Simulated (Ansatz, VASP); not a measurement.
LaTe in VASP and in Ansatz

```
CELL_PARAMETERS angstrom
0.00000 3.21100 3.24311
3.21100 0.00000 3.24311
3.21100 3.21100 0.00000
ATOMIC_POSITIONS crystal
La 0.00000 0.00000 0.00000
Te 0.50000 0.50000 0.50000
```

Change from the starting cell: zz strain of +1 %, PAW files.

Alike in both runs: task electric field gradients; functional LDA; k mesh 10 × 10 × 10; occupations fermi-dirac, width 0.08 eV; no spin polarisation.

```csv
,VASP,Ansatz
version,VASP 6.6.1,Ansatz 0.2.0
potentials or method,"VASP PAW LDA potentials, release 64 (La, Te)","PAW with Ansatz's default frozen-core files, scalar-relativistic"
plane-wave cutoff (eV),520,420
valence electrons in the cell,17,27
```

```tsv
	VASP	Ansatz	Ansatz less VASP
pressure (GPa)	-2.7	-2.7	-0.04
traceless stress, the component that is largest in VASP (GPa)	-0.82	-0.82	+0.003
size of Vzz on the site where it differs most (V/Å²)	15.5	15.2	-0.25
```

LDA's correlation is that of Perdew and Zunger in VASP and of Perdew and Wang (1992) in Ansatz. VASP's potentials hold 17 valence electrons a cell and Ansatz's 27, so a difference there can come from the potentials and not from the codes.

Neither program's run includes spin-orbit coupling.
